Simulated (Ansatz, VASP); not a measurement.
# Two plane-wave programs on Hg

Contents of INCAR:

```
ALGO     = Normal         # electronic algorithm
EDIFF    = 1E-6           # SCF threshold, eV
ENCUT    = 520            # plane-wave cutoff, eV
GGA      = RP             # functional
ISIF     = 2              # what is computed and relaxed
ISMEAR   = -1             # smearing method
LASPH    = T              # aspherical terms in the spheres
LCHARG   = F              # write CHGCAR
LREAL    = F              # projectors in reciprocal space
LWAVE    = F              # write WAVECAR
NBANDS   = 12             # bands
NELM     = 100            # most SCF steps
PREC     = Accurate       # precision mode
SIGMA    = 0.1            # smearing width, eV
```

KPOINTS

```
k-points
0
Gamma
  9 9 9
```

The input POSCAR:

```
Hg
1.0
   -3.0679428315      3.0679428315      3.0679428315
    3.0679428315     -3.0679428315      3.0679428315
    3.0679428315      3.0679428315     -3.0679428315
Hg
1
Direct
    0.0000000000      0.0000000000      0.0000000000
```

Input for Ansatz:

```yaml
crystal:
  lattice:
    - [-3.0679428315, 3.0679428315, 3.0679428315]
    - [3.0679428315, -3.0679428315, 3.0679428315]
    - [3.0679428315, 3.0679428315, -3.0679428315]
  atoms:
    - { symbol: Hg, position: [0.0, 0.0, 0.0] }
hamiltonian:
  xc: rpbe
  pseudopotentials:
    kind: paw
    azcp:
      Hg: "pseudopotentials/Hg.paw.azcp"
basis:
  ecutwfc: 420
  fft_grid_basis: typed
kpoints:
  mp_grid: { grid: [9, 9, 9], shift: [0, 0, 0] }
magnetization:
  spin_polarized: false
scf:
  occupations: { method: fermi_dirac, width: 0.1 }
  lower_state_search: "off"
output:
  stress: true
```

Alike in both runs: task single point; functional RPBE; k mesh 9 × 9 × 9; occupations fermi-dirac, width 0.1 eV; no spin polarisation.

```csv
,VASP,Ansatz
version,VASP 6.6.1,Ansatz 0.2.0
potentials or method,"VASP PAW PBE potentials, release 64 (Hg), cutoff 520 eV","plane waves (420 eV) with PAW, scalar-relativistic"
valence electrons in the cell,12,20
```

|  | VASP | Ansatz | Ansatz less VASP |
| --- | --- | --- | --- |
| pressure (GPa) | 0.0 | 0.0 | +0.02 |

VASP's potentials were made for PBE, not for RPBE. The functional is the same, so the differences come from potentials, cutoffs and numerics. VASP's potentials hold 12 valence electrons a cell and Ansatz's 20, so a difference there can come from the potentials and not from the codes.

Spin-orbit coupling is off throughout.
